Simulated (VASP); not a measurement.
YN: single point with HSE06

The system is YN.

```xyz
2
Lattice="0.0000 2.5408 2.5408 2.5408 0.0000 2.5408 2.5408 2.5408 0.0000" Properties=species:S:1:pos:R:3 pbc="T T T"
Y     0.0000    0.0000    0.0000
N     2.5408    2.5408    2.5408
```

This cell differs from its parent crystal: strain +3.8%.

```json
{
  "Program": "VASP 6.6.1",
  "Task": "single point",
  "Functional": "HSE06",
  "Potentials or basis": "VASP PAW PBE potentials, release 64 (Y_sv, N)",
  "Cutoff": "520 eV",
  "k mesh": "6 × 6 × 6",
  "Occupations": "gaussian, width 0.01 eV",
  "Spin": "no spin polarisation"
}
```

```yaml
Pressure: -16.3 GPa
Band_gap_on_the_k_mesh: 1.25 eV (least direct gap 1.80 eV)
```

Levels at points of the mesh, in eV from the valence-band top:
```csv
k point,band 6,band 7,band 8,band 9,band 10,band 11
"(0.00, 0.00, 0.00)",0.00,0.00,0.00,4.09,4.09,4.09
"(0.50, 0.00, 0.00)",-4.15,-2.14,-2.14,6.51,7.00,7.12
"(0.50, 0.50, 0.00)",-1.96,-0.55,-0.55,1.25,7.41,7.44
```

Run time: 48 min on 1 thread of Intel(R) Xeon(R) Platinum 8259CL CPU @ 2.50GHz (Skylake/Cascade Lake), on a shared host, peak memory 0.29 GiB.

Caveat: the cell differs from its parent crystal (strain +3.8%); the cell stands under tension; the PAW data sets were made with another functional, which shifts forces and pressure a little. A k mesh can miss the band edges.
